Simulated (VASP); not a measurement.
HgTe:

```
CELL_PARAMETERS angstrom
-2.98343 2.98343 1.52758
2.98343 -2.98343 1.52758
2.98343 2.98343 -1.52758
ATOMIC_POSITIONS crystal
Hg 0.75000 0.25000 0.50000
Te 0.00000 0.00000 0.00000
```

Program: VASP 6.6.1. Alike in all runs: task single point; no spin polarisation; cell as given; smearing fermi-dirac 0.05 eV.

Task: Order these runs on this cell by their pressure, lowest first.
A. level LDA; potentials or basis VASP PAW LDA potentials, release 64 (Hg, Te); k mesh 10 × 10 × 10; cutoff (eV) 520
B. level PBE; potentials or basis VASP PAW PBE potentials, release 64 (Hg, Te); k mesh 10 × 10 × 10; cutoff (eV) 520
C. level r2SCAN0; potentials or basis VASP PAW PBE potentials, release 64 (Hg, Te); k mesh 5 × 5 × 5; cutoff (eV) 440; grid for exact exchange (PRECFOCK) Normal; share of exact exchange 0.25

Result: A (-2.2 GPa), C (0.7 GPa), B (3.1 GPa).

Caveats: some runs use coarse meshes; the PAW data sets were made with another functional, which shifts forces and pressure a little (at least some runs); the cell stands under pressure (at least some runs).
